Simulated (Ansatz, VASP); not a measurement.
# MgZnTe3: VASP beside Ansatz

```
Mg Zn Te
1.0
     5.33475    0.00000    0.00000
     0.00000    5.33475    0.00000
     0.00000    0.00000    5.33475
Mg Zn Te
1 1 3
Direct
  0.00000 0.00000 0.00000
  0.50000 0.50000 0.50000
  0.00000 0.50000 0.50000
  0.50000 0.50000 0.00000
  0.50000 0.00000 0.50000
```

Change from the starting cell: species swapped into the ZrBRh3 type (Pm-3m, No. 221).

Alike in both runs: functional PBE; k mesh 8 × 8 × 8; occupations gaussian, width 0.1 eV; no spin polarisation.

Ansatz relaxed the structure, and its values are those at the end. VASP's run is a single point on that final structure, the one shown.

|  | VASP | Ansatz |
| --- | --- | --- |
| version | VASP 6.6.1 | Ansatz 0.2.0 |
| potentials or method | VASP PAW PBE potentials, release 64 (Mg, Zn, Te), cutoff 520 eV | scalar-relativistic, plane waves, PAW |
| valence electrons in the cell | 32 | 70 |

|  | VASP | Ansatz | Ansatz less VASP |
| --- | --- | --- | --- |
| gap on the k mesh at the Fermi level (eV) | none | none | - |
| pressure (GPa) | 0.0 | 0.0 | -0.03 |

A gap of «none» marks a metal or a gap that the smearing closes. VASP's potentials hold 32 valence electrons a cell and Ansatz's 70, so a difference there can come from the potentials and not from the codes.

Neither program's run includes spin-orbit coupling.
